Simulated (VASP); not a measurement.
Write the native input for VASP 6.6.1 that does the following.

```
Task                   : single point
Functional             : r2SCAN
Potentials or basis    : VASP PAW PBE potentials, release 64 (Ti_sv, H)
Cutoff                 : 520 eV
k mesh                 : 8 × 8 × 5
Occupations            : fermi-dirac, width 0.1 eV
Spin                   : no spin polarisation
Dipole correction      : no
Further INCAR settings : ALGO = Normal; EDIFF = 1e-06; NBANDS = 21
```

Crystal: TiH.

```
CELL_PARAMETERS angstrom
2.90766 0.00000 0.00000
0.00000 2.90766 0.00000
0.00000 0.00000 4.50640
ATOMIC_POSITIONS crystal
Ti 0.50000 0.00000 0.50000
Ti 0.00000 0.50000 0.00000
H 0.00000 0.00000 0.25000
H 0.00000 0.00000 0.75000
```

The input as run:

POSCAR

```
TiH
1.0
    2.9076569823      0.0000000000      0.0000000000
    0.0000000000      2.9076569823      0.0000000000
    0.0000000000      0.0000000000      4.5064012836
Ti H
2 2
Direct
    0.5000000000      0.0000000000      0.5000000000
    0.0000000000      0.5000000000      0.0000000000
    0.0000000000      0.0000000000      0.2500000000
    0.0000000000      0.0000000000      0.7500000000
```

INCAR.step1

```
PREC = Accurate
ENCUT = 520
ISMEAR = -1
SIGMA = 0.1
LREAL = F
LASPH = T
NELM = 80
NBANDS = 21
GGA = PE
ALGO = Normal
EDIFF = 1E-4
LWAVE = T
LCHARG = F
```

INCAR.step2

```
PREC = Accurate
ENCUT = 520
EDIFF = 1E-6
ISMEAR = -1
SIGMA = 0.1
LREAL = F
LASPH = T
NELM = 80
ALGO = Normal
ISIF = 2
LWAVE = F
LCHARG = T
METAGGA = R2SCAN
LMIXTAU = T
LELF = T
LVHAR = T
NBANDS = 21
ISTART = 1
```

KPOINTS

```
Automatic mesh
0
Gamma
  8 8 5
```

Potentials or basis: VASP PAW PBE potentials, release 64 (Ti_sv, H).

Run with:

```bash
$ cat potpaw_PBE.64/Ti_sv/POTCAR potpaw_PBE.64/H/POTCAR > POTCAR
$ cp INCAR.step1 INCAR
$ mpirun -np 1 vasp_std > vasp.out
$ cp INCAR.step2 INCAR
$ mpirun -np 1 vasp_std > vasp.out
```

It gave:

| Property | Result |
| --- | --- |
| Pressure | 6.2 GPa |
| Band gap on the k mesh | zero (bands 13 and 14 overlap by 0.45 eV) |

Caveat: the cell stands under pressure; the PAW data sets were made with another functional, which shifts forces and pressure a little.

Run time: 81 s on 1 thread of Intel(R) Xeon(R) 6975P-C (Granite Rapids) (shared host), peak memory 0.17 GiB.
